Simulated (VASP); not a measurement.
# Si2Ni (Fm-3m) in VASP: notebook

Runs on Si2Ni. Level: LDA. Tasks: single point.

All numbers are computed with VASP 6.6.1; they aren't measurements. Logs are shortened: lines on timing, memory, paths and dates and some standing lists are left out, and cuts for length are marked.

## Step 1: The cell of the first run

It takes space group Fm-3m (No. 225, cubic). Conventional cell: a = 5.456 Å, b = 5.456 Å, c = 5.456 Å, α = 90.00°, β = 90.00°, γ = 90.00°. Within 3.1 Å of Si (site symmetry -43m) lie 4 Ni at 2.36 Å and 6 Si at 2.73 Å. Within 3.1 Å of Ni (site symmetry m-3m) lie 8 Si at 2.36 Å.

## Step 2: Single point, LDA, collinear spin, ferromagnetic start

INCAR

```
PREC     = Accurate       # precision mode
ENCUT    = 520            # plane-wave cutoff, eV
EDIFF    = 1E-6           # SCF threshold, eV
ISMEAR   = 0              # smearing method
SIGMA    = 0.15           # smearing width, eV
LREAL    = False          # projectors in reciprocal space
LASPH    = True           # aspherical terms in the spheres
NELM     = 150            # most SCF steps
ALGO     = Normal         # electronic algorithm
ISIF     = 2              # what is computed and relaxed
LWAVE    = False          # write WAVECAR
LCHARG   = True           # write CHGCAR
ISPIN    = 2              # spin polarisation
MAGMOM   = 0 0 0.75       # initial moments
LORBIT   = 11             # projections on sites
NUPDOWN  = 0.75           # fixed moment
LMAXMIX  = 4              # l up to which the mixer works
GGA      = CA             # functional
LELF     = True           # ELF
LVHAR    = True         
NBANDS   = 20             # bands
```

KPOINTS

```
regular mesh
0
Gamma
  14 14 14
```

POSCAR

```
Si2Ni
1.0
    0.0000000000      2.7279671969      2.7279671969
    2.7279671969      0.0000000000      2.7279671969
    2.7279671969      2.7279671969      0.0000000000
Si Ni
2 1
Direct
    0.2500000000      0.2500000000      0.2500000000
    0.7500000000      0.7500000000      0.7500000000
    0.0000000000      0.0000000000      0.0000000000
```

Potentials or basis: VASP PAW LDA potentials, release 64 (Si, Ni).

The run is started by

```sh
$ cat potpaw_LDA.64/Si/POTCAR potpaw_LDA.64/Ni/POTCAR > POTCAR
$ mpirun -np 1 vasp_std > vasp.out
```

OUTCAR:

```text
PREC = Accurate
   ENCUT = 520
   EDIFF = 1E-6
   ISMEAR = 0
   LREAL = False
   LASPH = True
   NELM = 150
   ISIF = 2
   ISPIN = 2
   LORBIT = 11
   NUPDOWN = 0.75
   GGA = CA

 ion  position               nearest neighbor table
   1  0.250  0.250  0.250-   3 2.36   3 2.36   3 2.36   3 2.36   2 2.73   2 2.73   2 2.73   2 2.73
                             2 2.73   2 2.73
   2  0.750  0.750  0.750-   3 2.36   3 2.36   3 2.36   3 2.36   1 2.73   1 2.73   1 2.73   1 2.73
                             1 2.73   1 2.73
   3  0.000  0.000  0.000-   2 2.36   2 2.36   2 2.36   1 2.36   2 2.36   1 2.36   1 2.36   1 2.36

  LATTYP: Found a face centered cubic cell.
 ALAT       =     5.4559343938

  Lattice vectors:

 A1 = (   0.0000000000,   2.7279671969,   2.7279671969)
 A2 = (   2.7279671969,   0.0000000000,   2.7279671969)
 A3 = (   2.7279671969,   2.7279671969,   0.0000000000)

Analysis of symmetry for initial positions (statically):
=====================================================================
 Subroutine PRICEL returns:
 Original cell was already a primitive cell.

 Routine SETGRP: Setting up the symmetry group for a
 face centered cubic supercell.

 Subroutine GETGRP returns: Found 48 space group operations
 (whereof 48 operations were pure point group operations)
 out of a pool of 48 trial point group operations.

The static configuration has the point symmetry O_h .

Analysis of symmetry for dynamics (positions and initial velocities):
=====================================================================
 Subroutine PRICEL returns:
 Original cell was already a primitive cell.

 Routine SETGRP: Setting up the symmetry group for a
 face centered cubic supercell.

 Subroutine GETGRP returns: Found 48 space group operations
 (whereof 48 operations were pure point group operations)
 out of a pool of 48 trial point group operations.

The dynamic configuration has the point symmetry O_h .

Analysis of structural, dynamic, and magnetic symmetry:
=====================================================================
 Subroutine PRICEL returns:
 Original cell was already a primitive cell.

 Routine SETGRP: Setting up the symmetry group for a
 face centered cubic supercell.

 Subroutine GETGRP returns: Found 48 space group operations
 (whereof 48 operations were pure point group operations)
 out of a pool of 48 trial point group operations.

The overall configuration has the point symmetry O_h .

 Subroutine INISYM returns: Found 48 space group operations
 (whereof 48 operations are pure point group operations),
 and found     1 'primitive' translations

----------------------------------------------------------------------------------------

                                     Primitive cell

  volume of cell :      40.6020

  direct lattice vectors                    reciprocal lattice vectors
     0.000000000  2.727967197  2.727967197    -0.183286661  0.183286661  0.183286661
     2.727967197  0.000000000  2.727967197     0.183286661 -0.183286661  0.183286661
     2.727967197  2.727967197  0.000000000     0.183286661  0.183286661 -0.183286661

  length of vectors
     3.857928208  3.857928208  3.857928208     0.317461810  0.317461810  0.317461810

  position of ions in fractional coordinates (direct lattice)
     0.250000000  0.250000000  0.250000000
     0.750000000  0.750000000  0.750000000
     0.000000000  0.000000000  0.000000000

  ion indices of the primitive-cell ions
   primitive index   ion index
                 1           1
                 2           2
                 3           3

----------------------------------------------------------------------------------------

 KPOINTS: regular mesh

Automatic generation of k-mesh.
 Grid dimensions read from file:
 generate k-points for:   14   14   14

 Generating k-lattice:

  Cartesian coordinates                     Fractional coordinates (reciprocal lattice)
    -0.013091904  0.013091904  0.013091904     0.071428571  0.000000000  0.000000000
     0.013091904 -0.013091904  0.013091904     0.000000000  0.071428571  0.000000000
     0.013091904  0.013091904 -0.013091904     0.000000000  0.000000000  0.071428571

  Length of vectors
     0.022675844  0.022675844  0.022675844

  Shift w.r.t. Gamma in fractional coordinates (k-lattice)
     0.000000000  0.000000000  0.000000000

 Subroutine IBZKPT returns following result:
 ===========================================

 Found    104 irreducible k-points:

 Following reciprocal coordinates:
            Coordinates               Weight
  0.000000  0.000000  0.000000      1.000000
  0.071429  0.000000  0.000000      8.000000
  0.142857  0.000000  0.000000      8.000000
  0.214286  0.000000  0.000000      8.000000
  0.285714  0.000000  0.000000      8.000000
  0.357143  0.000000  0.000000      8.000000
[... 16 lines left out ...]
  0.214286  0.142857  0.000000     24.000000
  0.285714  0.142857  0.000000     24.000000
 [... further k-points ...]
   k-points           NKPTS =    104   k-points in BZ     NKDIM =    104   number of bands    NBANDS=     20
   number of dos      NEDOS =    301   number of ions     NIONS =      3
   total plane-waves  NPLWV =  27000
   dimension x,y,z NGX =    30 NGY =   30 NGZ =   30
   dimension x,y,z NGXF=    60 NGYF=   60 NGZF=   60
   ions per type =               2   1
   NGX,Y,Z   is equivalent  to a cutoff of  12.93, 12.93, 12.93 a.u.
   NGXF,Y,Z  is equivalent  to a cutoff of  25.86, 25.86, 25.86 a.u.
 SYSTEM =  unknown system
   PREC   = accura    normal or accurate (medium, high low for compatibility)
   ISTART =      0    job   : 0-new  1-cont  2-samecut
   ICHARG =      2    charge: 1-file 2-atom 10-const
   ISPIN  =      2    spin polarized calculation?
   LNONCOLLINEAR =      F non collinear calculations
   LSORBIT =      F    spin-orbit coupling
   LASPH  =      T    aspherical Exc in radial PAW
   ENCUT  =  520.0 eV  38.22 Ry    6.18 a.u.   7.17  7.17  7.17*2*pi/ulx,y,z
   NELM   =    150;   NELMIN=  2; NELMDL= -5     # of ELM steps
   EDIFF  = 0.1E-05   stopping-criterion for ELM
   LREAL  =      F    real-space projection
   EDIFFG = 0.1E-04   stopping-criterion for IOM
   NSW    =      0    number of steps for IOM
   IBRION =     -1    ionic relax: 0-MD 1-quasi-New 2-CG
   NFREE  =      0    steps in history (QN), initial steepest desc. (CG)
   ISIF   =      2    stress and relaxation
   ISYM   =      2    0-nonsym 1-usesym 2-fastsym
   POTIM  = 0.5000    time-step for ionic-motion
   TEBEG  =    0.0;   TEEND  =   0.0 temperature during run
   PSTRESS=    0.0 pullay stress
   NELECT =      18.0000    total number of electrons
   NUPDOWN=       0.7500    fix difference up-down
   EMIN   =  10.00;   EMAX   =-10.00  energy-range for DOS
   EFERMI =   0.00;   METHOD = LEGACY
   ISMEAR =     0;   SIGMA  =   0.15  broadening in eV -4-tet -1-fermi 0-gaus
   EFERMI_NEDOS =   21; number of points for ismear=-14 and -15
   IALGO  =     38    algorithm
   IMIX   =      4    mixing-type and parameters
     AMIX     =   0.40;   BMIX     =  1.00
     AMIX_MAG =   1.60;   BMIX_MAG =  1.00
  volume/ion in A,a.u.               =      13.53        91.33
  Fermi-wavevector in a.u.,A,eV,Ry     =   1.248293  2.358932 21.201079  1.558235
  Thomas-Fermi vector in A             =   2.382386
   LORBIT       =     11    0 simple, 1 ext, 2 COOP (PROOUT), +10 PAW based schemes
   GGA     = CA    functional components
   LHFCALC =     F    Hartree Fock is set to
   AEXX    =    0.0000 exact exchange contribution
   IVDW    =     0    specifies the selected vdW correction
   LEPSILON=     F    determine dielectric tensor
   LRPA    =     F    only Hartree local field effects (RPA)
 spin polarized calculation
 Gauss-broadening in eV      SIGMA  =   0.15
  energy-cutoff  :      520.00
  volume of cell :       40.60
 maximum number of plane-waves:      1113
 NGX is ok and might be reduce to    30
   NGX = 15   NGY = 15   NGZ = 15

 number of electron      17.9999993 magnetization       0.7500000

 Free energy of the ion-electron system (eV)
  ---------------------------------------------------
  ext. energy  EPLUGINS =         0.00000000
  ---------------------------------------------------
  free energy    TOTEN  =       -19.56282920 eV

  energy without entropy =      -19.55299894  energy(sigma->0) =      -19.55791407

 E-fermi :   8.9349     XC(G=0): -11.6348

 val. band max:       10.4451077885   @ k =   0.1429   0.1429   0.0000
 cond. band min:       8.9421562058   @ k =   0.1429   0.0000   0.0000
 fundamental gap:     -1.5029515828
 Fermi energy:        10.4670079932

 spin component 1

 k-point     1 :       0.0000    0.0000    0.0000
  band No.  band energies     occupation
      1      -3.6901      1.00000
      2       4.7518      1.00000
      3       4.7518      1.00000
      4       4.7518      1.00000
      5       6.4257      1.00000
      6       6.4257      1.00000
[... 12 lines left out ...]
     19      18.7900      0.00000
     20      22.1003      0.00000
[... 507 lines left out ...]
 k-point    24 :       0.2857    0.1429    0.0000
  band No.  band energies     occupation
      1      -2.6195      1.00000
      2       3.2267      1.00000
      3       4.9203      1.00000
      4       4.9570      1.00000
      5       5.9265      1.00000
      6       6.5449      1.00000
[... 12 lines left out ...]
     19      22.8003      0.00000
     20      24.9427      0.00000

 [... further k-points ...]

 spin component 2

 k-point     1 :       0.0000    0.0000    0.0000
  band No.  band energies     occupation
      1      -3.5161      1.00000
      2       5.0169      1.00000
      3       5.0169      1.00000
      4       5.0169      1.00000
      5       6.6742      1.00000
      6       6.6742      1.00000
[... 12 lines left out ...]
     19      18.9268      0.00000
     20      22.2632      0.00000
[... 507 lines left out ...]
 k-point    24 :       0.2857    0.1429    0.0000
  band No.  band energies     occupation
      1      -2.4444      1.00000
      2       3.4448      1.00000
      3       5.1743      1.00000
      4       5.2163      1.00000
      5       6.1570      1.00000
      6       6.7984      1.00000
[... 12 lines left out ...]
     19      22.9498      0.00000
     20      25.1304      0.00000

 [... further k-points ...]
[... 5 lines left out ...]
  --------------------------------------------------------------------------------------
  -------------------------------------------------------------------------------------
  Total       -1.6504851     -1.6504851     -1.6504851      0.0000000      0.0000000      0.0000000
  in kB      -65.1290523    -65.1290523    -65.1290523      0.0000000      0.0000000      0.0000000
  external PRESSURE =     -65.1290523 kB  Pullay stress =       0.0000000 kB

 VOLUME and BASIS-vectors are now :
 -----------------------------------------------------------------------------
  energy-cutoff  :      520.00
  volume of cell :       40.60
      direct lattice vectors                 reciprocal lattice vectors
     0.000000000  2.727967197  2.727967197    -0.183286661  0.183286661  0.183286661
     2.727967197  0.000000000  2.727967197     0.183286661 -0.183286661  0.183286661
     2.727967197  2.727967197  0.000000000     0.183286661  0.183286661 -0.183286661

 POSITION                                       TOTAL-FORCE (eV/Angst)
 -----------------------------------------------------------------------------------
      1.36398      1.36398      1.36398         0.000000      0.000000      0.000000
      4.09195      4.09195      4.09195        -0.000000     -0.000000     -0.000000
      0.00000      0.00000      0.00000         0.000000      0.000000     -0.000000
 -----------------------------------------------------------------------------------
    total drift:                                0.000000     -0.000000     -0.000000

  FREE ENERGIE OF THE ION-ELECTRON SYSTEM (eV)
  ---------------------------------------------------
  free  energy   TOTEN  =       -19.5628292028 eV

  energy  without entropy=      -19.5529989429  energy(sigma->0) =      -19.55791407

 total charge

# of ion       s       p       d       tot
------------------------------------------
    1        0.762   0.827   0.000   1.589
    2        0.762   0.827   0.000   1.589
    3        0.552   0.743   8.464   9.758
--------------------------------------------------
tot          2.077   2.397   8.464  12.937

 magnetization (x)

# of ion       s       p       d       tot
------------------------------------------
    1        0.052   0.045   0.000   0.097
    2        0.052   0.045   0.000   0.097
    3        0.005   0.048   0.294   0.347
--------------------------------------------------
tot          0.108   0.138   0.294   0.540
```

It took 91 s on 1 thread of Intel Xeon 6975P-C (Granite Rapids), shared host; peak memory 0.24 GiB.

Results:

```yaml
Free_energy: -19.5628 eV
Pressure: -6.5 GPa
Net_moment: 0.75 μB per cell
Site_moments: Si +0.10; Ni +0.35 μB
Valence_electrons_inside_the_program's_atomic_spheres: Si 1.59; Ni 9.76
```

Caveat: the total moment is fixed, so each spin has its own Fermi level.

## Step 3: Single point, LDA, collinear spin, ferromagnetic start

INCAR

```
SYSTEM = Si2Ni
ALGO = Normal ; EDIFF = 1E-7
ENCUT = 520 ; GGA = CA
ISIF = 2 ; ISMEAR = 0
ISPIN = 2 ; LASPH = .TRUE.
LCHARG = .FALSE. ; LMAXMIX = 4
LORBIT = 11 ; LREAL = .FALSE.
LWAVE = .FALSE. ; MAGMOM = 0 0 0.5
NBANDS = 20 ; NELM = 150
NUPDOWN = 0.5 ; PREC = Accurate
SIGMA = 0.15
```

KPOINTS

```
k-points
0
G
  14 14 14
  0 0 0
```

POSCAR is that of step 2.

Potentials or basis: VASP PAW LDA potentials, release 64 (Si, Ni).

The run is started by

```sh
$ cat potpaw_LDA.64/Si/POTCAR potpaw_LDA.64/Ni/POTCAR > POTCAR
$ mpirun -np 1 vasp_std > vasp.out
```

Run time: 97 s. Hardware: 1 thread of Intel Xeon 6975P-C (Granite Rapids), shared host; peak memory 0.24 GiB.

It converged, with:

```yaml
Free_energy: -19.7216 eV
Pressure: -7.8 GPa
Net_moment: 0.50 μB per cell
Site_moments: Si +0.07; Ni +0.24 μB
Valence_electrons_inside_the_program's_atomic_spheres: Si 1.59; Ni 9.76
```

Caveat: the total moment is fixed, so each spin has its own Fermi level.

## Step 4: Single point, LDA, collinear spin, ferromagnetic start

INCAR

```
ALGO     = Normal         # electronic algorithm
EDIFF    = 1E-7           # SCF threshold, eV
ENCUT    = 520            # plane-wave cutoff, eV
ISIF     = 2              # what is computed and relaxed
ISMEAR   = 0              # smearing method
ISPIN    = 2              # spin polarisation
LASPH    = True           # aspherical terms in the spheres
LCHARG   = True           # write CHGCAR
LELF     = True           # ELF
LMAXMIX  = 4              # l up to which the mixer works
LORBIT   = 11             # projections on sites
LREAL    = False          # projectors in reciprocal space
LVHAR    = True         
LWAVE    = False          # write WAVECAR
MAGMOM   = 0 0 0.375      # initial moments
NBANDS   = 20             # bands
NELM     = 150            # most SCF steps
NUPDOWN  = 0.375          # fixed moment
PREC     = Accurate       # precision mode
SIGMA    = 0.15           # smearing width, eV
```

KPOINTS

```
k-points
0
Gamma
  14 14 14
```

POSCAR is that of step 3.

The run is started by

```sh
$ cat potpaw_LDA.64/Si/POTCAR potpaw_LDA.64/Ni/POTCAR > POTCAR
$ mpirun -np 1 vasp_std > vasp.out
```

It took 1.7 min on 1 thread of Intel Xeon 6975P-C (Granite Rapids), shared host; peak memory 0.24 GiB.

It converged, with:

```
Free energy                                           : -19.7754 eV
Pressure                                              : -8.1 GPa
Net moment                                            : 0.38 μB per cell
Site moments                                          : Si +0.05; Ni +0.19 μB
Valence electrons inside the program's atomic spheres : Si 1.58; Ni 9.76
```

Caveat: the total moment is fixed, so each spin has its own Fermi level.

## Step 5: The runs side by side

```csv
fixed moment (μB),pressure (GPa),moment (μB)
0.75,-6.5,0.75
0.5,-7.8,0.50
0.375,-8.1,0.38
```

Alike in all rows: task single point; level LDA; potentials or basis VASP PAW LDA potentials, release 64 (Si, Ni); spin collinear, ferromagnetic start; cell as given; k mesh 14 × 14 × 14; cutoff (eV) 520; smearing gaussian 0.15 eV.

Caveats: the total moment is fixed, so each spin has its own Fermi level.

Total energies depend on the potentials used, so only differences within one code and one set of settings carry meaning.
